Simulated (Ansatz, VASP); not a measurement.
# Two plane-wave programs on FeS2

The input POSCAR:

```
FeS2
1.0
    5.4030117406      0.0000000000      0.0000000000
    0.0000000000      5.4030117406      0.0000000000
    0.0000000000      0.0000000000      5.4030117406
Fe S
4 8
Direct
    0.0000000000      0.5000000000      0.5000000000
    0.5000000000      0.5000000000      0.0000000000
    0.5000000000      0.0000000000      0.5000000000
    0.0000000000      0.0000000000      0.0000000000
    0.3849931412      0.1150068588      0.8849931412
    0.1150068588      0.8849931412      0.3849931412
    0.8849931412      0.3849931412      0.1150068588
    0.6150068588      0.6150068588      0.6150068588
    0.3849931412      0.3849931412      0.3849931412
    0.1150068588      0.6150068588      0.8849931412
    0.8849931412      0.1150068588      0.6150068588
    0.6150068588      0.8849931412      0.1150068588
```

Contents of INCAR.step1:

```
PREC = Accurate ; ENCUT = 660
ISMEAR = 0 ; SIGMA = 0.01
LREAL = False ; LASPH = True
NELM = 120 ; NBANDS = 52
GGA = PE ; ALGO = Normal
EDIFF = 1E-5 ; LWAVE = True
LCHARG = False ; GGA_COMPAT = False
```

File INCAR.step2:

```
PREC = Accurate ; ENCUT = 660
EDIFF = 1E-6 ; ISMEAR = 0
SIGMA = 0.01 ; LREAL = False
LASPH = True ; NELM = 120
ALGO = Normal ; ISIF = 2
LWAVE = False ; LCHARG = False
METAGGA = R2SCAN ; LMIXTAU = True
NBANDS = 52 ; ISTART = 1
GGA_COMPAT = False
```

The input KPOINTS:

```
regular mesh
0
Gamma
  4 4 4
```

Input for Ansatz:

```yaml
crystal:
  lattice:
    - [5.4030117406, 0.0, 0.0]
    - [0.0, 5.4030117406, 0.0]
    - [0.0, 0.0, 5.4030117406]
  atoms:
    - { symbol: Fe, position: [0.0, 0.5, 0.5] }
    - { symbol: Fe, position: [0.5, 0.5, 0.0] }
    - { symbol: Fe, position: [0.5, 0.0, 0.5] }
    - { symbol: Fe, position: [0.0, 0.0, 0.0] }
    - { symbol: S, position: [0.3849931412, 0.1150068588, 0.8849931412] }
    - { symbol: S, position: [0.1150068588, 0.8849931412, 0.3849931412] }
    - { symbol: S, position: [0.8849931412, 0.3849931412, 0.1150068588] }
    - { symbol: S, position: [0.6150068588, 0.6150068588, 0.6150068588] }
    - { symbol: S, position: [0.3849931412, 0.3849931412, 0.3849931412] }
    - { symbol: S, position: [0.1150068588, 0.6150068588, 0.8849931412] }
    - { symbol: S, position: [0.8849931412, 0.1150068588, 0.6150068588] }
    - { symbol: S, position: [0.6150068588, 0.8849931412, 0.1150068588] }
kpoints:
  mp_grid: { grid: [4, 4, 4] }
hamiltonian:
  xc: r2scan
scf:
  occupations: { method: fixed }
  n_extra_bands: 7
output:
  forces: true
  stress: true
  eigenvalues: true
```

Alike in both runs: task single point; functional r2SCAN; k mesh 4 × 4 × 4; no spin polarisation.

```csv
,VASP,Ansatz
version,VASP 6.6.1,Ansatz 0.2.0
potentials or method,"VASP PAW PBE potentials, release 64 (Fe, S)","plane waves, PAW"
plane-wave cutoff (eV),660,500
occupations,"gaussian, width 0.01 eV",fixed
valence electrons in the cell,80,112
```

```tsv
	VASP	Ansatz	Ansatz less VASP
gap on the k mesh at the Fermi level (eV)	0.95	0.92	-0.025
pressure (GPa)	0.0	0.0	-0.03
rms of the force components (eV/Å)	0.041	0.001	-0.0400
```

VASP's potentials were made for PBE, not for r2SCAN. Atom by atom the forces differ by 0.040 eV/Å (rms over components). VASP's potentials hold 80 valence electrons a cell and Ansatz's 112, so a difference there can come from the potentials and not from the codes.
